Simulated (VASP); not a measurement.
Write the native input for VASP 6.6.1 that does the following.

- Task: single point
- Functional: LDA
- Potentials or basis: VASP PAW LDA potentials, release 64 (Sc_sv)
- Cutoff: 520 eV
- k mesh: 18 × 18 × 18
- Occupations: gaussian, width 0.15 eV
- Spin: no spin polarisation
- Dipole correction: no
- Further INCAR settings: ALGO = Normal; EDIFF = 1e-07; NBANDS = 12

The structure of Sc lies in POSCAR:

```
Sc
1.0
    0.0000000000      2.3045575000      2.2023850000
    2.3045575000      0.0000000000      2.2023850000
    2.3045575000      2.3045575000      0.0000000000
Sc
1
Direct
    0.0000000000      0.0000000000      0.0000000000
```

This cell differs from its parent crystal: strain +0.015 along x and y, -0.030 along z.

These files were run (other wordings do the same):

INCAR

```
SYSTEM = Sc
PREC     = Accurate       ! precision mode
ENCUT    = 520            ! plane-wave cutoff, eV
EDIFF    = 1E-7           ! SCF threshold, eV
ISMEAR   = 0              ! smearing method
SIGMA    = 0.15           ! smearing width, eV
LREAL    = .False.        ! projectors in reciprocal space
LASPH    = .True.         ! aspherical terms in the spheres
NELM     = 60             ! most SCF steps
ALGO     = Normal         ! electronic algorithm
ISIF     = 2              ! what is computed and relaxed
LWAVE    = .False.        ! write WAVECAR
LCHARG   = .False.        ! write CHGCAR
GGA      = CA             ! functional
NBANDS   = 12             ! bands
```

KPOINTS

```
Automatic mesh
0
Gamma
  18 18 18
  0 0 0
```

Potentials or basis: VASP PAW LDA potentials, release 64 (Sc_sv).

Launch:

```console
$ cat potpaw_LDA.64/Sc_sv/POTCAR > POTCAR
$ mpirun -np 1 vasp_std > vasp.out
```

It gave:

* Pressure: -2.3 GPa

Caveat: the cell differs from its parent crystal (strain +0.015 along x and y, -0.030 along z).

Run time: 30 s on 1 thread of Intel(R) Xeon(R) 6975P-C (Granite Rapids), with other jobs on the host, peak memory 0.23 GiB.
